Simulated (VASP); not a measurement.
# TiO2 (Cm) in VASP: single point with PBEsol

Aim: the single point of TiO2 with PBEsol.

Everything below comes from runs of VASP 6.6.1. Logs are shortened: lines on timing, memory, paths and dates and some standing lists are left out, and cuts for length are marked.

### 1 The cell of the first run

Symmetry: Cm, No. 8, monoclinic system. Conventional cell: a = 6.493 Å, b = 6.493 Å, c = 2.939 Å, α = 90.00°, β = 90.00°, γ = 90.00°. Within 2.3 Å of Ti (site symmetry m) lie 6 O at 1.77 to 2.12 Å. Within 2.6 Å of Ti (site symmetry m) lie 6 O at 1.94 to 1.98 Å. O (site symmetry 1) has 3 Ti at 1.94 to 1.98 Å and 1 O at 2.54 Å within 2.6 Å. Within 2.3 Å of O (site symmetry m) lie 3 Ti at 1.77 to 1.98 Å. O (site symmetry m) has 3 Ti at 1.92 to 2.12 Å and 1 O at 2.54 Å within 2.6 Å.

### 2 Single point, PBEsol (atom 1 (Ti) moved +0.175 Å towards its neighbour atom 4 (O) at 1.942 Å)

Contents of INCAR:

```
SYSTEM = TiO2
ALGO = Normal
EDIFF = 1E-7
ENCUT = 520
GGA = PS
ISIF = 2
ISMEAR = 0
LASPH = .TRUE.
LCHARG = .FALSE.
LREAL = .FALSE.
LWAVE = .FALSE.
NBANDS = 33
NELM = 100
PREC = Accurate
SIGMA = 0.05
```

Contents of KPOINTS:

```
k-points
0
G
  6 6 10
  0 0 0
```

Contents of POSCAR:

```
TiO2
1.0
    4.5912476203      0.0000000000      0.0000000000
    0.0000000000      4.5912476203      0.0000000000
    0.0000000000      0.0000000000      2.9389940195
Ti O
2 4
Direct
    0.0176217349     -0.0176217349     -0.0450542589
    0.5000000000      0.5000000000      0.5000000000
    0.3044387440      0.3044387440      0.0000000000
    0.1955612560      0.8044387440      0.5000000000
    0.6955612560      0.6955612560      0.0000000000
    0.8044387440      0.1955612560      0.5000000000
```

Potentials or basis: VASP PAW PBE potentials, release 64 (Ti_sv, O).

Run with:

```sh
> cat potpaw_PBE.64/Ti_sv/POTCAR potpaw_PBE.64/O/POTCAR > POTCAR
> mpirun -np 1 vasp_std > vasp.out
```

OUTCAR:

```text
SYSTEM = TiO2
   EDIFF = 1E-7
   ENCUT = 520
   GGA = PS
   ISIF = 2
   ISMEAR = 0
   LASPH = .TRUE.
   LREAL = .FALSE.
   NELM = 100
   PREC = Accurate

 ion  position               nearest neighbor table
   1  0.018  0.982  0.955-   4 1.77   6 1.92   4 1.98   5 1.98   3 1.98   6 2.12
   2  0.500  0.500  0.500-   3 1.94   5 1.94   3 1.94   5 1.94   4 1.98   6 1.98
   3  0.304  0.304  0.000-   2 1.94   2 1.94   1 1.98
   4  0.196  0.804  0.500-   1 1.77   1 1.98   2 1.98
   5  0.696  0.696  0.000-   2 1.94   2 1.94   1 1.98
   6  0.804  0.196  0.500-   1 1.92   2 1.98   1 2.12

  LATTYP: Found a simple tetragonal cell.
 ALAT       =     4.5912476203
 C/A-ratio  =     0.6401297126

  Lattice vectors:

 A1 = (   4.5912476203,   0.0000000000,   0.0000000000)
 A2 = (   0.0000000000,   4.5912476203,   0.0000000000)
 A3 = (   0.0000000000,   0.0000000000,   2.9389940195)

Analysis of symmetry for initial positions (statically):
=====================================================================
 Subroutine PRICEL returns:
 Original cell was already a primitive cell.

 Routine SETGRP: Setting up the symmetry group for a
 simple tetragonal supercell.

 Subroutine GETGRP returns: Found  2 space group operations
 (whereof  2 operations were pure point group operations)
 out of a pool of 16 trial point group operations.

The static configuration has the point symmetry C_1h.

Analysis of symmetry for dynamics (positions and initial velocities):
=====================================================================
 Subroutine PRICEL returns:
 Original cell was already a primitive cell.

 Routine SETGRP: Setting up the symmetry group for a
 simple tetragonal supercell.

 Subroutine GETGRP returns: Found  2 space group operations
 (whereof  2 operations were pure point group operations)
 out of a pool of 16 trial point group operations.

The dynamic configuration has the point symmetry C_1h.

 Subroutine INISYM returns: Found  2 space group operations
 (whereof  2 operations are pure point group operations),
 and found     1 'primitive' translations

----------------------------------------------------------------------------------------

                                     Primitive cell

  volume of cell :      61.9527

  direct lattice vectors                    reciprocal lattice vectors
     4.591247620  0.000000000  0.000000000     0.217805721  0.000000000  0.000000000
     0.000000000  4.591247620  0.000000000     0.000000000  0.217805721  0.000000000
     0.000000000  0.000000000  2.938994019     0.000000000  0.000000000  0.340252479

  length of vectors
     4.591247620  4.591247620  2.938994019     0.217805721  0.217805721  0.340252479

  position of ions in fractional coordinates (direct lattice)
     0.017621735  0.982378265  0.954945741
     0.500000000  0.500000000  0.500000000
     0.304438744  0.304438744  0.000000000
     0.195561256  0.804438744  0.500000000
     0.695561256  0.695561256  0.000000000
     0.804438744  0.195561256  0.500000000

  ion indices of the primitive-cell ions
   primitive index   ion index
                 1           1
                 2           2
                 3           3
                 4           4
                 5           5
                 6           6

----------------------------------------------------------------------------------------

 KPOINTS: k-points

Automatic generation of k-mesh.
 Grid dimensions read from file:
 generate k-points for:    6    6   10

 Generating k-lattice:

  Cartesian coordinates                     Fractional coordinates (reciprocal lattice)
     0.036300954  0.000000000  0.000000000     0.166666667  0.000000000  0.000000000
     0.000000000  0.036300954  0.000000000     0.000000000  0.166666667  0.000000000
     0.000000000  0.000000000  0.034025248     0.000000000  0.000000000  0.100000000

  Length of vectors
     0.036300954  0.036300954  0.034025248

  Shift w.r.t. Gamma in fractional coordinates (k-lattice)
     0.000000000  0.000000000  0.000000000

 Subroutine IBZKPT returns following result:
 ===========================================

 Found    110 irreducible k-points:

 Following reciprocal coordinates:
            Coordinates               Weight
  0.000000  0.000000  0.000000      1.000000
  0.166667  0.000000  0.000000      4.000000
  0.333333  0.000000  0.000000      4.000000
  0.500000  0.000000  0.000000      2.000000
  0.166667  0.166667  0.000000      2.000000
 -0.166667  0.166667  0.000000      2.000000
[... 16 lines left out ...]
  0.333333  0.166667  0.100000      4.000000
 -0.166667  0.333333  0.100000      4.000000
 [... further k-points ...]
   k-points           NKPTS =    110   k-points in BZ     NKDIM =    110   number of bands    NBANDS=     33
   number of dos      NEDOS =    301   number of ions     NIONS =      6
   total plane-waves  NPLWV =  31104
   dimension x,y,z NGX =    36 NGY =   36 NGZ =   24
   dimension x,y,z NGXF=    72 NGYF=   72 NGZF=   48
   ions per type =               2   4
   NGX,Y,Z   is equivalent  to a cutoff of  13.04, 13.04, 13.58 a.u.
   NGXF,Y,Z  is equivalent  to a cutoff of  26.07, 26.07, 27.15 a.u.
 SYSTEM =  TiO2
   PREC   = accura    normal or accurate (medium, high low for compatibility)
   ISTART =      0    job   : 0-new  1-cont  2-samecut
   ICHARG =      2    charge: 1-file 2-atom 10-const
   ISPIN  =      1    spin polarized calculation?
   LNONCOLLINEAR =      F non collinear calculations
   LSORBIT =      F    spin-orbit coupling
   LASPH  =      T    aspherical Exc in radial PAW
   ENCUT  =  520.0 eV  38.22 Ry    6.18 a.u.   8.54  8.54  5.46*2*pi/ulx,y,z
   NELM   =    100;   NELMIN=  2; NELMDL= -5     # of ELM steps
   EDIFF  = 0.1E-06   stopping-criterion for ELM
   LREAL  =      F    real-space projection
   EDIFFG = 0.1E-05   stopping-criterion for IOM
   NSW    =      0    number of steps for IOM
   IBRION =     -1    ionic relax: 0-MD 1-quasi-New 2-CG
   NFREE  =      0    steps in history (QN), initial steepest desc. (CG)
   ISIF   =      2    stress and relaxation
   ISYM   =      2    0-nonsym 1-usesym 2-fastsym
   POTIM  = 0.5000    time-step for ionic-motion
   TEBEG  =    0.0;   TEEND  =   0.0 temperature during run
   PSTRESS=    0.0 pullay stress
   NELECT =      48.0000    total number of electrons
   NUPDOWN=      -1.0000    fix difference up-down
   EMIN   =  10.00;   EMAX   =-10.00  energy-range for DOS
   EFERMI =   0.00;   METHOD = LEGACY
   ISMEAR =     0;   SIGMA  =   0.05  broadening in eV -4-tet -1-fermi 0-gaus
   EFERMI_NEDOS =   21; number of points for ismear=-14 and -15
   IALGO  =     38    algorithm
   IMIX   =      4    mixing-type and parameters
     AMIX     =   0.40;   BMIX     =  1.00
     AMIX_MAG =   1.60;   BMIX_MAG =  1.00
  volume/ion in A,a.u.               =      10.33        69.68
  Fermi-wavevector in a.u.,A,eV,Ry     =   1.503610  2.841411 30.760636  2.260843
  Thomas-Fermi vector in A             =   2.614698
   LORBIT       =      0    0 simple, 1 ext, 2 COOP (PROOUT), +10 PAW based schemes
   GGA     = PS    functional components
   LHFCALC =     F    Hartree Fock is set to
   AEXX    =    0.0000 exact exchange contribution
   IVDW    =     0    specifies the selected vdW correction
   LEPSILON=     F    determine dielectric tensor
   LRPA    =     F    only Hartree local field effects (RPA)
 non-spin polarized calculation
 Gauss-broadening in eV      SIGMA  =   0.05
  energy-cutoff  :      520.00
  volume of cell :       61.95
 maximum number of plane-waves:      1696
 NGX is ok and might be reduce to    36
   NGX = 17   NGY = 17   NGZ = 11

 number of electron      48.0000016 magnetization

 Free energy of the ion-electron system (eV)
  ---------------------------------------------------
  ext. energy  EPLUGINS =         0.00000000
  ---------------------------------------------------
  free energy    TOTEN  =       -55.91455619 eV

  energy without entropy =      -55.91455619  energy(sigma->0) =      -55.91455619

 E-fermi :   5.1753     XC(G=0): -11.7352

 val. band max:        4.9526220331   @ k =   0.0000   0.0000   0.0000
 cond. band min:       6.7064357326   @ k =   0.5000   0.0000   0.5000
 fundamental gap:      1.7538136995
 Fermi energy:         5.1753480915

 k-point     1 :       0.0000    0.0000    0.0000
  band No.  band energies     occupation
      1     -51.8038      2.00000
      2     -51.7053      2.00000
      3     -28.2302      2.00000
      4     -28.2176      2.00000
      5     -28.0549      2.00000
      6     -28.0083      2.00000
[... 25 lines left out ...]
     32      11.5113      0.00000
     33      11.6331      0.00000

 k-point     2 :       0.1667    0.0000    0.0000
  band No.  band energies     occupation
      1     -51.8036      2.00000
      2     -51.7055      2.00000
      3     -28.2207      2.00000
      4     -28.2106      2.00000
      5     -28.0645      2.00000
      6     -28.0079      2.00000
[... 25 lines left out ...]
     32      11.4162      0.00000
     33      11.5607      0.00000

 k-point     3 :       0.3333    0.0000    0.0000
  band No.  band energies     occupation
      1     -51.8031      2.00000
      2     -51.7060      2.00000
      3     -28.1979      2.00000
      4     -28.1935      2.00000
      5     -28.0895      2.00000
      6     -28.0137      2.00000
[... 25 lines left out ...]
     32      11.1779      0.00000
     33      11.4100      0.00000

 k-point     4 :       0.5000    0.0000    0.0000
  band No.  band energies     occupation
      1     -51.8028      2.00000
      2     -51.7062      2.00000
      3     -28.1868      2.00000
      4     -28.1769      2.00000
      5     -28.1085      2.00000
      6     -28.0233      2.00000
[... 25 lines left out ...]
     32      10.8042      0.00000
     33      11.3029      0.00000

 k-point     5 :       0.1667    0.1667    0.0000
  band No.  band energies     occupation
      1     -51.8034      2.00000
      2     -51.7057      2.00000
      3     -28.2337      2.00000
      4     -28.1934      2.00000
      5     -28.0528      2.00000
      6     -28.0148      2.00000
[... 604 lines left out ...]
 k-point    22 :       0.1667   -0.1667    0.1000
  band No.  band energies     occupation
      1     -51.7991      2.00000
      2     -51.7013      2.00000
      3     -28.2078      2.00000
      4     -28.1949      2.00000
      5     -28.0864      2.00000
      6     -28.0520      2.00000
[... 25 lines left out ...]
     32      11.0950      0.00000
     33      11.3529      0.00000

 k-point    23 :       0.3333    0.1667    0.1000
  band No.  band energies     occupation
      1     -51.7987      2.00000
      2     -51.7016      2.00000
      3     -28.2222      2.00000
      4     -28.1754      2.00000
      5     -28.0669      2.00000
      6     -28.0583      2.00000
[... 25 lines left out ...]
     32      10.8740      0.00000
     33      11.3687      0.00000

 k-point    24 :      -0.1667    0.3333    0.1000
  band No.  band energies     occupation
      1     -51.7987      2.00000
      2     -51.7017      2.00000
      3     -28.2033      2.00000
      4     -28.1796      2.00000
      5     -28.1033      2.00000
      6     -28.0555      2.00000
[... 25 lines left out ...]
     32      10.9975      0.00000
     33      11.3049      0.00000

 [... further k-points ...]
[... 5 lines left out ...]
  --------------------------------------------------------------------------------------
  -------------------------------------------------------------------------------------
  Total        0.6080518      0.6080518      2.0919545     -0.6433962      1.1708721     -1.1708711
  in kB       15.7250143     15.7250143     54.1006758    -16.6390657     30.2802819    -30.2802542
  external PRESSURE =      28.5169015 kB  Pullay stress =       0.0000000 kB

 VOLUME and BASIS-vectors are now :
 -----------------------------------------------------------------------------
  energy-cutoff  :      520.00
  volume of cell :       61.95
      direct lattice vectors                 reciprocal lattice vectors
     4.591247620  0.000000000  0.000000000     0.217805721  0.000000000  0.000000000
     0.000000000  4.591247620  0.000000000     0.000000000  0.217805721  0.000000000
     0.000000000  0.000000000  2.938994019     0.000000000  0.000000000  0.340252479

 POSITION                                       TOTAL-FORCE (eV/Angst)
 -----------------------------------------------------------------------------------
      0.08091      4.51034      2.80658        -2.041297      2.041297      0.810664
      2.29562      2.29562      1.46950         1.152646     -1.152646     -0.047480
      1.39775      1.39775      0.00000        -0.058354     -0.011269     -0.001617
      0.89787      3.69338      1.46950         0.790897     -0.790897     -1.034749
      3.19349      3.19349      0.00000         0.011269      0.058354     -0.001617
      3.69338      0.89787      1.46950         0.144839     -0.144839      0.274799
 -----------------------------------------------------------------------------------
    total drift:                               -0.000208      0.000208     -0.000036

  FREE ENERGIE OF THE ION-ELECTRON SYSTEM (eV)
  ---------------------------------------------------
  free  energy   TOTEN  =       -55.9145561903 eV

  energy  without entropy=      -55.9145561903  energy(sigma->0) =      -55.91455619
```

It took 4.5 min on 1 thread of Intel Xeon Platinum 8259CL at 2.50GHz (Skylake/Cascade Lake), shared host; peak memory 0.29 GiB.

What came out:

```
Free energy            : -55.9146 eV
Pressure               : 2.9 GPa
Largest force          : 2.998 eV/Å
Band gap on the k mesh : 1.75 eV (least direct gap 1.85 eV)
```

Forces in eV/Å, atoms in the order of the input:
```
Ti  -2.041  2.041  0.811
Ti   1.153 -1.153 -0.047
O   -0.058 -0.011 -0.002
O    0.791 -0.791 -1.035
O    0.011  0.058 -0.002
O    0.145 -0.145  0.275
```

Stress tensor (GPa, compression positive):
```
 1.57 -1.66 -3.03
-1.66  1.57  3.03
-3.03  3.03  5.41
```

Levels at points of the mesh, in eV from the valence-band top:
```csv
k point,band 21,band 22,band 23,band 24,band 25,band 26,band 27,band 28
"(0.00, 0.00, 0.00)",-0.95,-0.86,-0.62,0.00,1.85,2.27,2.34,2.41
"(0.50, 0.00, 0.00)",-1.79,-1.54,-1.24,-0.64,2.27,2.50,3.02,3.11
"(0.50, 0.50, 0.00)",-1.53,-1.43,-1.19,-1.17,1.77,2.15,2.43,2.55
"(0.00, 0.00, 0.50)",-2.80,-2.45,-1.59,-1.49,2.67,3.05,3.10,3.16
"(0.50, 0.00, 0.50)",-2.26,-2.18,-1.19,-1.13,1.75,1.92,3.11,3.20
"(0.50, 0.50, 0.50)",-1.78,-1.37,-0.79,-0.68,2.26,2.70,2.99,3.14
```

Caveat: the cell differs from its parent crystal (atom 1 (Ti) moved +0.175 Å towards its neighbour atom 4 (O) at 1.942 Å); the PAW data sets were made with another functional, which shifts forces and pressure a little. A k mesh can miss the band edges.
